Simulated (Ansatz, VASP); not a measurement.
GaP: VASP beside Ansatz

The input POSCAR:

```
GaP
1.0
    0.0000000000      2.6968510539      2.6968510539
    2.6968510539      0.0000000000      2.6968510539
    2.6968510539      2.6968510539      0.0000000000
Ga P
1 1
Direct
    0.0000000000      0.0000000000      0.0000000000
    0.7500000000      0.7500000000      0.7500000000
```

File INCAR.step1:

```
PREC = Accurate ; ENCUT = 520
ISMEAR = 0 ; SIGMA = 0.05
LREAL = F ; LASPH = T
NELM = 80 ; NBANDS = 16
GGA = PE ; ALGO = Normal
EDIFF = 1E-4 ; LWAVE = T
LCHARG = F
```

File INCAR.step2:

```
PREC = Accurate ; ENCUT = 520
EDIFF = 1E-6 ; ISMEAR = 0
SIGMA = 0.05 ; LREAL = F
LASPH = T ; NELM = 80
ALGO = Normal ; ISIF = 2
LWAVE = F ; LCHARG = F
METAGGA = R2SCAN ; LMIXTAU = T
IVDW = 13 ; VDW_S6 = 1.0
VDW_S8 = 0.6018749 ; VDW_A1 = 0.51559235
VDW_A2 = 5.77342911 ; NBANDS = 16
ISTART = 1
```

The input KPOINTS:

```
Automatic mesh
0
Gamma
  8 8 8
```

Input for Ansatz:

```yaml
crystal:
  lattice:
    - [0.0, 2.6968510539, 2.6968510539]
    - [2.6968510539, 0.0, 2.6968510539]
    - [2.6968510539, 2.6968510539, 0.0]
  atoms:
    - { symbol: Ga, position: [0.0, 0.0, 0.0] }
    - { symbol: P, position: [0.75, 0.75, 0.75] }
basis:
  ecutwfc: 500
  ecutrho_ratio: 4
kpoints:
  mp_grid: { grid: [8, 8, 8] }
hamiltonian:
  xc: r2scan
  dispersion: d4
scf:
  occupations: { method: gaussian, width: 0.05 }
output:
  forces: true
  stress: true
  eigenvalues: true
```

Alike in both runs: task single point; functional r2SCAN; dispersion D4; k mesh 8 × 8 × 8; occupations gaussian, width 0.05 eV; no spin polarisation.

|  | VASP | Ansatz |
| --- | --- | --- |
| version | VASP 6.6.1 | Ansatz 0.2.0 |
| potentials or method | VASP PAW PBE potentials, release 64 (Ga_d, P), cutoff 520 eV | scalar-relativistic, plane waves, PAW |
| valence electrons in the cell | 18 | 18 |

|  | VASP | Ansatz | Ansatz less VASP |
| --- | --- | --- | --- |
| gap on the k mesh at the Fermi level (eV) | 1.85 | 1.84 | -0.004 |
| least direct gap on the mesh (eV) | 2.62 | 2.65 | +0.023 |
| pressure (GPa) | 1.9 | 1.9 | +0.04 |

VASP's potentials were made for PBE, not for r2SCAN.
